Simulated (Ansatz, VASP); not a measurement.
**Two plane-wave programs on Zr7Ge**

```
Zr Ge
1.0
     0.00000    4.43916    4.43916
     4.43916    0.00000    4.43916
     4.43916    4.43916    0.00000
Zr Ge
7 1
Direct
  0.00000 0.00000 0.00000
  0.00000 0.50000 0.00000
  0.50000 0.00000 0.00000
  0.00000 0.50000 0.50000
  0.50000 0.00000 0.50000
  0.00000 0.00000 0.50000
  0.50000 0.50000 0.00000
  0.50000 0.50000 0.50000
```

Change from the starting cell: species swapped into the CuPt7 type (Fm-3m, No. 225).

Alike in both runs: functional PBE; k mesh 4 × 4 × 4; occupations gaussian, width 0.2 eV; no spin polarisation.

Ansatz relaxed the structure, and its values are those at the end. VASP's run is a single point on that final structure, the one shown.

|  | VASP | Ansatz |
| --- | --- | --- |
| version | VASP 6.6.1 | Ansatz 0.2.0 |
| potentials or method | VASP PAW PBE potentials, release 64 (Zr_sv, Ge_d), cutoff 500 eV | scalar-relativistic, plane waves, PAW |
| valence electrons in the cell | 98 | 98 |

```csv
,VASP,Ansatz,Ansatz less VASP
gap on the k mesh at the Fermi level (eV),none,none,-
pressure (GPa),0.1,0.1,-0.05
```

A gap of «none» marks a metal or a gap that the smearing closes. With one functional, cell and mesh, what is left measures potentials, basis and numerics.
